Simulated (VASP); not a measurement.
MgSiSe3, 5 atoms in the cell. The structure is cubic, space group Pm-3m (No. 221). Conventional cell: a = 4.860 Å, b = 4.860 Å, c = 4.860 Å, α = 90.00°, β = 90.00°, γ = 90.00°. Mg (site symmetry m-3m) has 12 Se at 3.44 Å and 8 Si at 4.21 Å within 4.5 Å. Within 3.2 Å of Si (site symmetry m-3m) lie 6 Se at 2.43 Å. Se (site symmetry 4/mmm) has 2 Si at 2.43 Å within 3.2 Å. 

```yaml
Program: VASP 6.6.1
Task: single point
Functional: PBE
Potentials_or_basis: VASP PAW PBE potentials, release 64 (Mg, Si, Se)
Cutoff: 520 eV
k_mesh: 8 × 8 × 8
Occupations: gaussian, width 0.1 eV
Spin: no spin polarisation
Dipole_correction: no
Further_INCAR_settings: ALGO = Normal; EDIFF = 1e-07; NBANDS = 20
```

Potentials or basis: VASP PAW PBE potentials, release 64 (Mg, Si, Se).

The run is started by

```console
$ cat potpaw_PBE.64/Mg/POTCAR potpaw_PBE.64/Si/POTCAR potpaw_PBE.64/Se/POTCAR > POTCAR
$ mpirun -np 1 vasp_std > vasp.out
```

Hardware: 1 thread of Intel Xeon 8259CL, on a shared host.

Question: Estimate the wall time of this run.

Answer: It took 84 s on 1 thread of Intel Xeon 8259CL, with other jobs on the host, peak memory 0.25 GiB. Counts: scf iterations 14, k points 35.
